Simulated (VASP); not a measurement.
# C (C2/m) in VASP: relaxation of cell and atoms with PBE

Aim: the relaxation of cell and atoms of C with PBE.

Everything below comes from runs of VASP 6.6.1. Logs are shortened: lines on timing, memory, paths and dates and some standing lists are left out, and cuts for length are marked.

### Step 1. The cell of the first run

It takes space group C2/m (No. 12, monoclinic). The conventional cell has a = 4.272 Å, b = 2.466 Å, c = 4.511 Å, α = 90.00°, β = 108.28°, γ = 90.00°. Within 1.9 Å of C (site symmetry m) lie 3 C at 1.42 Å.

### Step 2. Relaxation of cell and atoms, PBE

The input, INCAR:

```
ALGO     = Normal         # electronic algorithm
EDIFF    = 1E-7           # SCF threshold, eV
EDIFFG   = -0.005         # ionic threshold
ENCUT    = 1300           # plane-wave cutoff, eV
GGA      = PE             # functional
GGA_COMPAT= False        
IBRION   = 2              # ionic algorithm
ISIF     = 3              # what is computed and relaxed
ISMEAR   = 0              # smearing method
LASPH    = True           # aspherical terms in the spheres
LCHARG   = False          # write CHGCAR
LREAL    = False          # projectors in reciprocal space
LWAVE    = False          # write WAVECAR
NELM     = 120            # most SCF steps
NELMIN   = 4            
NSW      = 100            # ionic steps
PREC     = Accurate       # precision mode
SIGMA    = 0.02           # smearing width, eV
```

The input, KPOINTS:

```
k-points
0
Gamma
  12 12 6
```

The input, POSCAR:

```
C
1.0
    2.1360055142     -1.2332322732     -0.0083053400
    2.1360055142      1.2332322732     -0.0083053400
   -1.3983754682      0.0000000000      4.2884839668
C
2
Direct
    0.8333348306      0.8333348306      0.0000045102
    0.1666651694      0.1666651694      0.9999954898
```

Potentials or basis: VASP PAW PBE potentials, release 64 (C_h).

Run with:

```
$ cat potpaw_PBE.64/C_h/POTCAR > POTCAR
$ mpirun -np 1 vasp_std > vasp.out
```

OUTCAR:

```text
EDIFF = 1E-7
   EDIFFG = -0.005
   ENCUT = 1300
   GGA = PE
   IBRION = 2
   ISIF = 3
   ISMEAR = 0
   LASPH = True
   LREAL = False
   NELM = 120
   NELMIN = 4
   NSW = 100
   PREC = Accurate

 ion  position               nearest neighbor table
   1  0.833  0.833  0.000-   2 1.42   2 1.42   2 1.42
   2  0.167  0.167  1.000-   1 1.42   1 1.42   1 1.42

  LATTYP: Found a base centered monoclinic cell.
 ALAT       =     4.2720433216
 B/A-ratio  =     0.5773500783
 C/A-ratio  =     1.0558682428
 COS(beta)  =    -0.3137062620

  Lattice vectors:

 A1 = (   2.1360055142,  -1.2332322732,  -0.0083053400)
 A2 = (   2.1360055142,   1.2332322732,  -0.0083053400)
 A3 = (  -1.3983754682,   0.0000000000,   4.2884839668)

Analysis of symmetry for initial positions (statically):
=====================================================================
 Subroutine PRICEL returns:
 Original cell was already a primitive cell.

 Routine SETGRP: Setting up the symmetry group for a
 base centered monoclinic supercell.

 Subroutine GETGRP returns: Found  4 space group operations
 (whereof  4 operations were pure point group operations)
 out of a pool of  4 trial point group operations.

The static configuration has the point symmetry C_2h.

Analysis of symmetry for dynamics (positions and initial velocities):
=====================================================================
 Subroutine PRICEL returns:
 Original cell was already a primitive cell.

 Routine SETGRP: Setting up the symmetry group for a
 base centered monoclinic supercell.

 Subroutine GETGRP returns: Found  4 space group operations
 (whereof  4 operations were pure point group operations)
 out of a pool of  4 trial point group operations.

The dynamic configuration has the point symmetry C_2h.

 Subroutine INISYM returns: Found  4 space group operations
 (whereof  4 operations are pure point group operations),
 and found     1 'primitive' translations

----------------------------------------------------------------------------------------

                                     Primitive cell

  volume of cell :      22.5647

  direct lattice vectors                    reciprocal lattice vectors
     2.136005514 -1.233232273 -0.008305340     0.234378955 -0.405438627  0.076425558
     2.136005514  1.233232273 -0.008305340     0.234378955  0.405438627  0.076425558
    -1.398375468  0.000000000  4.288483967     0.000907825  0.000000000  0.233478658

  length of vectors
     2.466465158  2.466465158  4.510714875     0.474504838  0.474504838  0.233480423

  position of ions in fractional coordinates (direct lattice)
     0.833334831  0.833334831  0.000004510
     0.166665169  0.166665169  0.999995490

  ion indices of the primitive-cell ions
   primitive index   ion index
[... 103 lines left out ...]
   LEPSILON=     F    determine dielectric tensor
   LRPA    =     F    only Hartree local field effects (RPA)
 conjugate gradient relaxation of ions
 non-spin polarized calculation
 Gauss-broadening in eV      SIGMA  =   0.02
  energy-cutoff  :     1300.00
  volume of cell :       22.56
 maximum number of plane-waves:      2431
 NGX is ok and might be reduce to    30
   NGX = 15   NGY = 15   NGZ = 27

--------------------------------------- Ionic step        1  -------------------------------------------

 number of electron       8.0000000 magnetization

 Free energy of the ion-electron system (eV)
  ---------------------------------------------------
  ext. energy  EPLUGINS =         0.00000000
  ---------------------------------------------------
  free energy    TOTEN  =       -18.48447183 eV

  energy without entropy =      -18.48447181  energy(sigma->0) =      -18.48447182

------------------------ aborting loop because EDIFF is reached ----------------------------------------

  FORCE on cell =-STRESS in cart. coord.  units (eV):
  Direction    XX          YY          ZZ          XY          YZ          ZX
  --------------------------------------------------------------------------------------
  -------------------------------------------------------------------------------------
  Total       -0.0182883     -0.0183388     -0.0226335      0.0000000      0.0000000     -0.0001466
  in kB       -1.2985389     -1.3021232     -1.6070580      0.0000000      0.0000000     -0.0104098
  external PRESSURE =      -1.4025734 kB  Pullay stress =       0.0000000 kB
[... 89 lines left out ...]
  FREE ENERGIE OF THE ION-ELECTRON SYSTEM (eV)
  ---------------------------------------------------
  free  energy   TOTEN  =       -18.4844802476 eV

  energy  without entropy=      -18.4844802353  energy(sigma->0) =      -18.48448024

 E-fermi :   4.0168     XC(G=0):  -9.2943

 val. band max:        3.9131360682   @ k =  -0.3333   0.3333   0.0000
 cond. band min:       4.1426307711   @ k =  -0.3333   0.3333   0.0000
 fundamental gap:      0.2294947029
 Fermi energy:         4.0167612797

 k-point     1 :       0.0000    0.0000    0.0000
  band No.  band energies     occupation
      1     -15.5253      2.00000
      2      -3.1687      2.00000
      3       0.9731      2.00000
      4       0.9788      2.00000
      5       7.3695      0.00000
      6      12.3382      0.00000
      7      12.3471      0.00000
      8      15.4195      0.00000
[... 243 lines left out ...]
 k-point    24 :      -0.4167    0.1667   -0.0000
  band No.  band energies     occupation
      1      -9.8420      2.00000
      2      -8.8175      2.00000
      3      -4.2009      2.00000
      4       2.3722      2.00000
      5       5.5581      0.00000
      6      14.0207      0.00000
      7      15.1783      0.00000
      8      15.9578      0.00000

 [... further k-points ...]

[... ionic steps 4 to 17 ...]

--------------------------------------- Ionic step       18  -------------------------------------------

 number of electron       8.0000000 magnetization

------------------------ aborting loop because EDIFF is reached ----------------------------------------
[... 67 lines left out ...]
--------------------------------------- Ionic step       20  -------------------------------------------

 number of electron       8.0000000 magnetization

 Free energy of the ion-electron system (eV)
  ---------------------------------------------------
  ext. energy  EPLUGINS =         0.00000000
  ---------------------------------------------------
  free energy    TOTEN  =       -18.48521818 eV

  energy without entropy =      -18.48521818  energy(sigma->0) =      -18.48521818

 E-fermi :   3.8178     XC(G=0):  -9.1252

 val. band max:        3.7261185640   @ k =  -0.3333   0.3333   0.0000
 cond. band min:       3.9194534691   @ k =  -0.3333   0.3333   0.5000
 fundamental gap:      0.1933349051
 Fermi energy:         3.8178119263

 k-point     1 :       0.0000    0.0000    0.0000
  band No.  band energies     occupation
      1     -15.7293      2.00000
      2      -3.4426      2.00000
      3       0.7688      2.00000
      4       0.7708      2.00000
      5       7.0671      0.00000
      6      12.1393      0.00000
      7      12.1418      0.00000
      8      15.2294      0.00000
[... 282 lines left out ...]
  FREE ENERGIE OF THE ION-ELECTRON SYSTEM (eV)
  ---------------------------------------------------
  free  energy   TOTEN  =       -18.4852181846 eV

  energy  without entropy=      -18.4852181846  energy(sigma->0) =      -18.48521818

 reached required accuracy - stopping structural energy minimisation
```

CONTCAR:

```text
C
   1.00000000000000
     2.1356560600585488   -1.2330249701960765   -0.0090049344646530
     2.1356560600585488    1.2330249701960765   -0.0090049344646530
    -1.4004754598648756    0.0000000000000000    4.0507142228330046
  C
     2
Direct
     0.8333370655235035    0.8333370655235035    0.0000340826420663
     0.1666629344764966    0.1666629344764966    0.9999659173579337

  0.00000000E+00  0.00000000E+00  0.00000000E+00
  0.00000000E+00  0.00000000E+00  0.00000000E+00
```

Run time: 11 min. Hardware: 1 thread of Intel Xeon 6975P-C (Granite Rapids), shared host; peak memory 0.31 GiB.

What came out:

| Property | Result |
| --- | --- |
| Free energy | -18.4852 eV |
| Relaxed volume | 10.65 Å³/atom |
| Relaxed cell | a = 2.466 Å, b = 2.466 Å, c = 4.286 Å, α = 106.64°, β = 106.64°, γ = 60.00° |
| Space group after relaxing (to 0.1 Å) | R-3m (No. 166) |
| Energy gained by relaxing | 0.4 meV/atom |
| Ionic steps | 20 |
| Pressure after relaxing | 0.0 GPa |
| Largest force after relaxing | 0.004 eV/Å |

Forces on the atoms (eV/Å):
```
C    0.003  0.000  0.002
C   -0.003  0.000 -0.002
```

The path:
```
step  energy change (eV)  largest force (eV/Å)  pressure (GPa)  volume (Å³)
   1              0.0000                0.0039           -0.14        22.56
   2              0.0000                0.0024            0.15        22.53
   3              0.0000                0.0004            0.02        22.55
   4              0.0000                0.0035            0.03        22.53
   5             -0.0001                0.0153           -0.01        22.49
   6             -0.0001                0.0387           -0.04        22.40
   7             -0.0001                0.0852           -0.13        22.22
   8             -0.0001                0.0531           -0.09        22.35
   9             -0.0001                0.0528           -0.07        22.34
  10             -0.0001                0.0521           -0.07        22.33
  11             -0.0002                0.0507           -0.08        22.30
  12             -0.0002                0.0479           -0.08        22.25
  13             -0.0003                0.0422           -0.09        22.16
  14             -0.0005                0.0311           -0.10        21.96
  15             -0.0007                0.0101           -0.12        21.56
  16             -0.0005                0.0356           -0.15        20.77
  17             -0.0007                0.0061           -0.13        21.36
  18             -0.0007                0.0070           -0.13        21.32
  19             -0.0007                0.0161            0.18        21.27
  20             -0.0007                0.0040            0.00        21.30
```

Final structure:
```yaml
crystal:
  lattice:
    - [2.13566, -1.23302, -0.00900]
    - [2.13566, 1.23302, -0.00900]
    - [-1.40048, 0.00000, 4.05071]
  atoms:
    - { symbol: C, position: [0.83334, 0.83334, 0.00003] }
    - { symbol: C, position: [0.16666, 0.16666, 0.99997] }
```

Caveat: this functional lacks dispersion, which binds layers or chains, so the pressure and a relaxed spacing across them are unreliable.
